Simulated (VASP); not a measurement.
The system is Sc2B2Sb.

```
Sc B Sb
1.0
     4.34689    0.00000    0.00000
    -2.17344    3.76451    0.00000
     0.00000    0.00000    6.12000
Sc B Sb
2 2 1
Direct
  0.33333 0.66667 0.50000
  0.66667 0.33333 0.50000
  0.00000 0.00000 0.63224
  0.00000 0.00000 0.36776
  0.00000 0.00000 0.00000
```

The cell was generated, and may not be a known phase.

| Quantity | Value |
| --- | --- |
| Program | VASP 6.6.1 |
| Task | relaxation of cell and atoms |
| Functional | PBE |
| Potentials or basis | VASP PAW PBE potentials, release 64 (Sc_sv, B, Sb) |
| Cutoff | 600 eV |
| k mesh | 12 × 12 × 6 |
| Occupations | gaussian, width 0.1 eV |
| Spin | no spin polarisation |

At the start: pressure -0.3 GPa; volume 20.03 Å³/atom.

How do energy, volume and symmetry change on relaxing?

Over 5 steps the energy falls by 2.2 meV/atom and the volume is 19.94 Å³/atom (-0.4 %); space group P6/mmm (No. 191, to 0.1 Å) before and after.

Step by step:
```
step  energy change (eV)  largest force (eV/Å)  pressure (GPa)  volume (Å³)
   1              0.0000                0.1497           -0.29       100.15
   2             -0.0102                0.0268            0.02        99.61
   3             -0.0107                0.0126            0.12        99.48
   4             -0.0107                0.0081            0.11        99.50
   5             -0.0108                0.0073           -0.01        99.70
```

Final structure:
```cif
data_structure
_symmetry_space_group_name_H-M 'P 1'
_symmetry_Int_Tables_number 1
_cell_length_a 4.3655
_cell_length_b 4.3655
_cell_length_c 6.0409
_cell_angle_alpha 90.000
_cell_angle_beta 90.000
_cell_angle_gamma 120.000
_cell_volume 99.70
loop_
_atom_site_label
_atom_site_type_symbol
_atom_site_fract_x
_atom_site_fract_y
_atom_site_fract_z
_atom_site_occupancy
Sc1 Sc 0.33333 0.66667 0.50000 1
Sc2 Sc 0.66667 0.33333 0.50000 1
B1 B 0.00000 0.00000 0.63360 1
B2 B 0.00000 0.00000 0.36640 1
Sb1 Sb 0.00000 0.00000 0.00000 1
```

Caveat: an odd number of electrons without spin polarisation forces a metal; a magnetic or distorted state may lie lower.
